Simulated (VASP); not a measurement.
# Si2Ni (Fm-3m) in VASP: notebook, part 2 of 2

VASP 6.6.1. Earlier steps stand in the parts before.

**4. Single point, PBEsol, collinear spin, ferromagnetic start**

This run uses another cell than the first one, of 13.09 Å³/atom, 1.014 times its volume.

File INCAR:

```
ALGO = Normal ; EDIFF = 1E-6
ENCUT = 520 ; GGA = PS
ISIF = 2 ; ISMEAR = -1
ISPIN = 2 ; LASPH = T
LCHARG = F ; LMAXMIX = 4
LORBIT = 11 ; LREAL = F
LWAVE = F ; MAGMOM = 1 0 0
NBANDS = 20 ; NELM = 150
PREC = Accurate ; SIGMA = 0.05
```

File KPOINTS:

```
k-points
0
Gamma
  9 9 9
```

File POSCAR:

```
Si2Ni
1.0
    0.0000000000      2.6977372081      2.6977372081
    2.6977372081      0.0000000000      2.6977372081
    2.6977372081      2.6977372081      0.0000000000
Ni Si
1 2
Direct
    0.0000000000      0.0000000000      0.0000000000
    0.7500000000      0.7500000000      0.7500000000
    0.2500000000      0.2500000000      0.2500000000
```

Potentials or basis: VASP PAW PBE potentials, release 64 (Ni, Si).

Started as:

```
> cat potpaw_PBE.64/Ni/POTCAR potpaw_PBE.64/Si/POTCAR > POTCAR
> mpirun -np 1 vasp_std > vasp.out
```

OUTCAR:

```text
EDIFF = 1E-6
   ENCUT = 520
   GGA = PS
   ISIF = 2
   ISMEAR = -1
   ISPIN = 2
   LASPH = T
   LORBIT = 11
   LREAL = F
   NELM = 150
   PREC = Accurate

 ion  position               nearest neighbor table
   1  0.000  0.000  0.000-   2 2.34   2 2.34   2 2.34   2 2.34   3 2.34   3 2.34   3 2.34   3 2.34

   2  0.750  0.750  0.750-   1 2.34   1 2.34   1 2.34   1 2.34   3 2.70   3 2.70   3 2.70   3 2.70
                             3 2.70   3 2.70
   3  0.250  0.250  0.250-   1 2.34   1 2.34   1 2.34   1 2.34   2 2.70   2 2.70   2 2.70   2 2.70
                             2 2.70   2 2.70

  LATTYP: Found a face centered cubic cell.
 ALAT       =     5.3954744162

  Lattice vectors:

 A1 = (   0.0000000000,   2.6977372081,   2.6977372081)
 A2 = (   2.6977372081,   0.0000000000,   2.6977372081)
 A3 = (   2.6977372081,   2.6977372081,   0.0000000000)

Analysis of symmetry for initial positions (statically):
=====================================================================
 Subroutine PRICEL returns:
 Original cell was already a primitive cell.

 Routine SETGRP: Setting up the symmetry group for a
 face centered cubic supercell.

 Subroutine GETGRP returns: Found 48 space group operations
 (whereof 48 operations were pure point group operations)
 out of a pool of 48 trial point group operations.

The static configuration has the point symmetry O_h .

Analysis of symmetry for dynamics (positions and initial velocities):
=====================================================================
 Subroutine PRICEL returns:
 Original cell was already a primitive cell.

 Routine SETGRP: Setting up the symmetry group for a
 face centered cubic supercell.

 Subroutine GETGRP returns: Found 48 space group operations
 (whereof 48 operations were pure point group operations)
 out of a pool of 48 trial point group operations.

The dynamic configuration has the point symmetry O_h .

Analysis of structural, dynamic, and magnetic symmetry:
=====================================================================
 Subroutine PRICEL returns:
 Original cell was already a primitive cell.

 Routine SETGRP: Setting up the symmetry group for a
 face centered cubic supercell.

 Subroutine GETGRP returns: Found 48 space group operations
 (whereof 48 operations were pure point group operations)
 out of a pool of 48 trial point group operations.

The overall configuration has the point symmetry O_h .

 Subroutine INISYM returns: Found 48 space group operations
 (whereof 48 operations are pure point group operations),
 and found     1 'primitive' translations

----------------------------------------------------------------------------------------

                                     Primitive cell

  volume of cell :      39.2671

  direct lattice vectors                    reciprocal lattice vectors
     0.000000000  2.697737208  2.697737208    -0.185340514  0.185340514  0.185340514
     2.697737208  0.000000000  2.697737208     0.185340514 -0.185340514  0.185340514
     2.697737208  2.697737208  0.000000000     0.185340514  0.185340514 -0.185340514

  length of vectors
     3.815176547  3.815176547  3.815176547     0.321019186  0.321019186  0.321019186

[... 77 lines left out ...]
   LNONCOLLINEAR =      F non collinear calculations
   LSORBIT =      F    spin-orbit coupling
   LASPH  =      T    aspherical Exc in radial PAW
   ENCUT  =  520.0 eV  38.22 Ry    6.18 a.u.   7.09  7.09  7.09*2*pi/ulx,y,z
   NELM   =    150;   NELMIN=  2; NELMDL= -5     # of ELM steps
   EDIFF  = 0.1E-05   stopping-criterion for ELM
   LREAL  =      F    real-space projection
   EDIFFG = 0.1E-04   stopping-criterion for IOM
   NSW    =      0    number of steps for IOM
   IBRION =     -1    ionic relax: 0-MD 1-quasi-New 2-CG
   NFREE  =      0    steps in history (QN), initial steepest desc. (CG)
   ISIF   =      2    stress and relaxation
   ISYM   =      2    0-nonsym 1-usesym 2-fastsym
   POTIM  = 0.5000    time-step for ionic-motion
   TEBEG  =    0.0;   TEEND  =   0.0 temperature during run
   PSTRESS=    0.0 pullay stress
   NELECT =      18.0000    total number of electrons
   NUPDOWN=      -1.0000    fix difference up-down
   EMIN   =  10.00;   EMAX   =-10.00  energy-range for DOS
   EFERMI =   0.00;   METHOD = LEGACY
   ISMEAR =    -1;   SIGMA  =   0.05  broadening in eV -4-tet -1-fermi 0-gaus
   EFERMI_NEDOS =   21; number of points for ismear=-14 and -15
   IALGO  =     38    algorithm
   IMIX   =      4    mixing-type and parameters
     AMIX     =   0.40;   BMIX     =  1.00
     AMIX_MAG =   1.60;   BMIX_MAG =  1.00
  volume/ion in A,a.u.               =      13.09        88.33
  Fermi-wavevector in a.u.,A,eV,Ry     =   1.262281  2.385365 21.678886  1.593353
  Thomas-Fermi vector in A             =   2.395697
   LORBIT       =     11    0 simple, 1 ext, 2 COOP (PROOUT), +10 PAW based schemes
   GGA     = PS    functional components
   LHFCALC =     F    Hartree Fock is set to
   AEXX    =    0.0000 exact exchange contribution
   IVDW    =     0    specifies the selected vdW correction
   LEPSILON=     F    determine dielectric tensor
   LRPA    =     F    only Hartree local field effects (RPA)
 spin polarized calculation
  energy-cutoff  :      520.00
  volume of cell :       39.27
 maximum number of plane-waves:      1070
   NGX = 15   NGY = 15   NGZ = 15

 number of electron      17.9999996 magnetization      -0.0045805

 number of electron      17.9999997 magnetization       0.0001484

 Free energy of the ion-electron system (eV)
  ---------------------------------------------------
  ext. energy  EPLUGINS =         0.00000000
  ---------------------------------------------------
  free energy    TOTEN  =       -18.98448538 eV

  energy without entropy =      -18.97649643  energy(sigma->0) =      -18.98049091

 E-fermi :  10.4708     XC(G=0): -11.7253

 val. band max:       10.4213873071   @ k =   0.3333   0.2222   0.0000
 cond. band min:      10.5100229165   @ k =   0.1111   0.1111   0.0000
 fundamental gap:      0.0886356094
 Fermi energy:        10.4708498554

 spin component 1

 k-point     1 :       0.0000    0.0000    0.0000
  band No.  band energies     occupation
      1      -3.4603      1.00000
      2       5.1949      1.00000
      3       5.1949      1.00000
      4       5.1949      1.00000
      5       6.8962      1.00000
      6       6.8962      1.00000
[... 541 lines left out ...]
     19      24.2431      0.00000
     20      24.2431      0.00000

 [... further k-points ...]

 spin component 2

 k-point     1 :       0.0000    0.0000    0.0000
  band No.  band energies     occupation
      1      -3.4601      1.00000
      2       5.1949      1.00000
      3       5.1949      1.00000
      4       5.1949      1.00000
      5       6.8958      1.00000
      6       6.8958      1.00000
[... 541 lines left out ...]
     19      24.2432      0.00000
     20      24.2432      0.00000

 [... further k-points ...]

------------------------ aborting loop because EDIFF is reached ----------------------------------------

  FORCE on cell =-STRESS in cart. coord.  units (eV):
  Direction    XX          YY          ZZ          XY          YZ          ZX
  --------------------------------------------------------------------------------------
  -------------------------------------------------------------------------------------
  Total        0.1267320      0.1267320      0.1267320      0.0000000      0.0000000      0.0000000
  in kB        5.1709202      5.1709202      5.1709202      0.0000000      0.0000000      0.0000000
  external PRESSURE =       5.1709202 kB  Pullay stress =       0.0000000 kB

 VOLUME and BASIS-vectors are now :
 -----------------------------------------------------------------------------
  energy-cutoff  :      520.00
  volume of cell :       39.27
      direct lattice vectors                 reciprocal lattice vectors
     0.000000000  2.697737208  2.697737208    -0.185340514  0.185340514  0.185340514
     2.697737208  0.000000000  2.697737208     0.185340514 -0.185340514  0.185340514
     2.697737208  2.697737208  0.000000000     0.185340514  0.185340514 -0.185340514

 POSITION                                       TOTAL-FORCE (eV/Angst)
 -----------------------------------------------------------------------------------
      0.00000      0.00000      0.00000        -0.000000     -0.000000      0.000000
      4.04661      4.04661      4.04661         0.000000      0.000000      0.000000
      1.34887      1.34887      1.34887        -0.000000     -0.000000     -0.000000
 -----------------------------------------------------------------------------------
    total drift:                               -0.000000     -0.000000      0.000000

  FREE ENERGIE OF THE ION-ELECTRON SYSTEM (eV)
  ---------------------------------------------------
  free  energy   TOTEN  =       -18.9844853844 eV

  energy  without entropy=      -18.9764964321  energy(sigma->0) =      -18.98049091

 total charge

# of ion       s       p       d       tot
------------------------------------------
    1        0.569   0.811   8.463   9.843
    2        0.744   0.844   0.000   1.588
    3        0.744   0.844   0.000   1.588
--------------------------------------------------
tot          2.057   2.499   8.463  13.019

 magnetization (x)

# of ion       s       p       d       tot
------------------------------------------
    1        0.000  -0.000  -0.000  -0.000
    2        0.000   0.000   0.000   0.000
    3        0.000   0.000   0.000   0.000
--------------------------------------------------
tot          0.000   0.000  -0.000  -0.000
```

OSZICAR:

```text
N       E                     dE             d eps       ncg     rms          rms(c)
DAV:   1     0.714864519104E+02    0.71486E+02   -0.70622E+03  2840   0.892E+02
DAV:   2    -0.161221308277E+02   -0.87609E+02   -0.78247E+02  2964   0.200E+02
DAV:   3    -0.210570090966E+02   -0.49349E+01   -0.48183E+01  3316   0.486E+01
DAV:   4    -0.211357993370E+02   -0.78790E-01   -0.78630E-01  3256   0.556E+00
DAV:   5    -0.211374708013E+02   -0.16715E-02   -0.16713E-02  3340   0.883E-01    0.179E+01
DAV:   6    -0.262832875039E+02   -0.51458E+01   -0.33014E+01  3152   0.124E+02    0.252E+01
DAV:   7    -0.191559729894E+02    0.71273E+01   -0.10190E+01  3544   0.755E+01    0.374E+00
DAV:   8    -0.190328521750E+02    0.12312E+00   -0.11850E+00  3780   0.162E+01    0.265E+00
DAV:   9    -0.189871412142E+02    0.45711E-01   -0.22022E-01  3540   0.717E+00    0.644E-01
DAV:  10    -0.189846477214E+02    0.24935E-02   -0.87695E-03  4012   0.152E+00    0.300E-01
DAV:  11    -0.189845003491E+02    0.14737E-03   -0.98153E-04  4188   0.373E-01    0.134E-01
DAV:  12    -0.189844861411E+02    0.14208E-04   -0.89542E-05  3800   0.110E-01    0.423E-02
DAV:  13    -0.189844853844E+02    0.75671E-06   -0.64062E-06  3272   0.312E-02
   1 F= -.18984485E+02 E0= -.18980491E+02  d E =-.798895E-02  mag=    -0.0001
```

It took 24 s on 1 thread of Intel Xeon 6975P-C (Granite Rapids), shared host; peak memory 0.19 GiB.

Results:

```yaml
Free_energy: -18.9845 eV
Pressure: 0.5 GPa
Band_gap_on_the_k_mesh: zero (filled and empty bands overlap)
Net_moment: 0.00 μB per cell
Valence_electrons_inside_the_program's_atomic_spheres: Ni 9.84; Si 1.59
```

Caveat: the PAW data sets were made with another functional, which shifts forces and pressure a little.

**5. Single point, RPBE, collinear spin, ferromagnetic start**

This run uses another cell than the first one, of 13.17 Å³/atom, 1.020 times its volume.

File INCAR:

```
ALGO = Normal
EDIFF = 1E-6
ENCUT = 520
GGA = RP
ISIF = 2
ISMEAR = -1
ISPIN = 2
LASPH = True
LCHARG = False
LMAXMIX = 4
LORBIT = 11
LREAL = False
LWAVE = False
MAGMOM = 1 0 0
NBANDS = 20
NELM = 150
PREC = Accurate
SIGMA = 0.05
```

KPOINTS is that of step 4.

File POSCAR:

```
Si2Ni
1.0
    0.0000000000      2.7030000000      2.7030000000
    2.7030000000      0.0000000000      2.7030000000
    2.7030000000      2.7030000000      0.0000000000
Ni Si
1 2
Direct
    0.0000000000      0.0000000000      0.0000000000
    0.7500000000      0.7500000000      0.7500000000
    0.2500000000      0.2500000000      0.2500000000
```

Started as:

```
> cat potpaw_PBE.64/Ni/POTCAR potpaw_PBE.64/Si/POTCAR > POTCAR
> mpirun -np 1 vasp_std > vasp.out
```

Run time: 27 s. Hardware: 1 thread of Intel Xeon 6975P-C (Granite Rapids), shared host; peak memory 0.19 GiB.

The run converged. Its results:

| Quantity | Value |
| --- | --- |
| Free energy | -16.1911 eV |
| Pressure | 6.1 GPa |
| Band gap on the k mesh | zero (filled and empty bands overlap) |
| Net moment | 0.00 μB per cell |
| Valence electrons inside the program's atomic spheres | Ni 9.80; Si 1.59 |

Levels at points of the mesh, in eV from the Fermi level:
Spin up:
```
           k point  band 6  band 7  band 8  band 9  band 10  band 11  band 12  band 13
(0.00, 0.00, 0.00)   -3.54   -0.24    1.67    1.67     1.67     2.23     2.23     2.23
```
Spin down:
```
           k point  band 5  band 6  band 7  band 8  band 9  band 10  band 11  band 12  band 13  band 14
(0.00, 0.00, 0.00)   -3.54   -3.54   -0.24    1.67    1.67     1.67     2.23     2.23     2.23     4.71
```

Caveat: the PAW data sets were made with another functional, which shifts forces and pressure a little.

**6. Single point, RPBE, collinear spin, ferromagnetic start**

This run uses another cell than the first one, of 13.75 Å³/atom, 1.066 times its volume.

File INCAR:

```
PREC = Accurate
ENCUT = 520
EDIFF = 1E-6
ISMEAR = -1
SIGMA = 0.05
LREAL = F
LASPH = T
NELM = 150
ALGO = Normal
ISIF = 2
LWAVE = F
LCHARG = T
ISPIN = 2
MAGMOM = 1 0 0
LORBIT = 11
LMAXMIX = 4
GGA = RP
LELF = T
LVHAR = T
NBANDS = 20
```

File KPOINTS:

```
regular mesh
0
Gamma
  9 9 9
```

File POSCAR:

```
Si2Ni
1.0
    0.0000000000      2.7423452070      2.7423452070
    2.7423452070      0.0000000000      2.7423452070
    2.7423452070      2.7423452070      0.0000000000
Ni Si
1 2
Direct
    0.0000000000      0.0000000000      0.0000000000
    0.7500000000      0.7500000000      0.7500000000
    0.2500000000      0.2500000000      0.2500000000
```

Potentials or basis: VASP PAW PBE potentials, release 64 (Ni, Si).

Started as:

```
> cat potpaw_PBE.64/Ni/POTCAR potpaw_PBE.64/Si/POTCAR > POTCAR
> mpirun -np 1 vasp_std > vasp.out
```

Wall time 34 s (1 thread of Intel Xeon 6975P-C (Granite Rapids), shared host); peak memory 0.2 GiB.

It converged, with:

```yaml
Free_energy: -16.2225 eV
Pressure: -0.3 GPa
Band_gap_on_the_k_mesh: zero (filled and empty bands overlap)
Net_moment: 0.00 μB per cell
Valence_electrons_inside_the_program's_atomic_spheres: Ni 9.69; Si 1.57
```

Levels at points of the mesh, in eV from the Fermi level:
Spin up:
```
           k point  band 6  band 7  band 8  band 9  band 10  band 11  band 12  band 13
(0.00, 0.00, 0.00)   -3.27   -0.54    1.65    1.65     1.65     2.34     2.34     2.34
```
Spin down:
```tsv
k point	band 7	band 8	band 9	band 10	band 11	band 12
(0.00, 0.00, 0.00)	-0.54	1.65	1.65	1.65	2.34	2.34
```

Caveat: the PAW data sets were made with another functional, which shifts forces and pressure a little.

**7. Summary**

```tsv
level	cell	gap on the mesh (eV)	pressure (GPa)	moment (μB)
r2SCAN	a = 3.797 Å, angles 60.0°, 3 atoms	none	1.5	0.00
r2SCAN	a = 3.823 Å, angles 60.0°, 3 atoms	none	-1.6	0.00
PBEsol	a = 3.815 Å, angles 60.0°, 3 atoms	none	0.5	0.00
RPBE	a = 3.823 Å, angles 60.0°, 3 atoms	none	6.1	0.00
RPBE	a = 3.878 Å, angles 60.0°, 3 atoms	none	-0.3	0.00
```

Alike in all rows: task single point; potentials or basis VASP PAW PBE potentials, release 64 (Ni, Si); spin collinear, ferromagnetic start; k mesh 9 × 9 × 9; cutoff (eV) 520; smearing fermi-dirac 0.05 eV.

Caveats: the PAW data sets were made with another functional, which shifts forces and pressure a little.

Absolute energies hang on the potentials; compare differences alone.
